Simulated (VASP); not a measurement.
Here is a VASP 6.6.1 calculation.

File POSCAR:

```
MgSnSb2
1.0
    4.6004806803      0.0000000000      0.0000000000
    0.0000000000      4.6004806803      0.0000000000
    0.0000000000      0.0000000000      6.5552380318
Mg Sb Sn
1 2 1
Direct
    0.0000000000      0.0000000000      0.0000000000
    0.0000000000      0.5000000000      0.2428810204
    0.5000000000      0.0000000000      0.7571189796
    0.5000000000      0.5000000000      0.5000000000
```

File INCAR.step1:

```
ALGO = Normal
EDIFF = 1E-4
ENCUT = 520
GGA = PE
ISMEAR = -1
LASPH = True
LCHARG = False
LREAL = False
LWAVE = True
NBANDS = 21
NELM = 60
PREC = Accurate
SIGMA = 0.02
```

The input INCAR.step2:

```
ALGO = Normal
EDIFF = 1E-7
ENCUT = 520
ISIF = 2
ISMEAR = -1
ISTART = 1
LASPH = True
LCHARG = True
LELF = True
LMIXTAU = True
LREAL = False
LVHAR = True
LWAVE = False
METAGGA = R2SCAN
NBANDS = 21
NELM = 60
PREC = Accurate
SIGMA = 0.02
```

The input KPOINTS:

```
k-points
0
Gamma
  6 6 4
```

Potentials or basis: VASP PAW PBE potentials, release 64 (Mg, Sb, Sn_d).

The run is started by

```console
$ cat potpaw_PBE.64/Mg/POTCAR potpaw_PBE.64/Sb/POTCAR potpaw_PBE.64/Sn_d/POTCAR > POTCAR
$ cp INCAR.step1 INCAR
$ mpirun -np 1 vasp_std > vasp.out
$ cp INCAR.step2 INCAR
$ mpirun -np 1 vasp_std > vasp.out
```

(1) Predict the largest force.

(2) Predict the pressure.

(3) Predict the band gap on the k mesh.

Answers

(1) 0.022 eV/Å.

(2) 0.0 GPa.

(3) zero (filled and empty bands touch).

Caveat: semilocal functionals underestimate gaps, and a narrow one can read as zero; the PAW data sets were made with another functional, which shifts forces and pressure a little; spin-orbit coupling is left out, which moves the levels of the heavy elements.
